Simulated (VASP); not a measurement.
Tc, 2 atoms in the cell. Symmetry: P6_3/mmc, No. 194, hexagonal system. Conventional cell: a = 2.710 Å, b = 2.710 Å, c = 4.330 Å, α = 90.00°, β = 90.00°, γ = 120.00°. Within 3.5 Å of Tc (site symmetry -6m2) lie 12 Tc at 2.67 to 2.71 Å. 

| Property | Result |
| --- | --- |
| Program | VASP 6.6.1 |
| Task | single point |
| Functional | LDA |
| Potentials or basis | VASP PAW LDA potentials, release 64 (Tc_pv) |
| Cutoff | 520 eV |
| k mesh | 18 × 18 × 10 |
| Occupations | fermi-dirac, width 0.05 eV |
| Spin | no spin polarisation |
| Dipole correction | no |
| Further INCAR settings | ALGO = Normal; EDIFF = 1e-06; NBANDS = 20 |

Potentials or basis: VASP PAW LDA potentials, release 64 (Tc_pv).

The run is started by

```console
$ cat potpaw_LDA.64/Tc_pv/POTCAR > POTCAR
$ mpirun -np 1 vasp_std > vasp.out
```

Hardware: 1 thread of Intel(R) Xeon(R) Platinum 8488C (Sapphire Rapids) (shared host).

Question: How long does it take, and how much memory?

Answer: Run time: 41 s on 1 thread of Intel(R) Xeon(R) Platinum 8488C (Sapphire Rapids), with other jobs on the host, peak memory 0.2 GiB. Counts: scf iterations 11, k points 222.
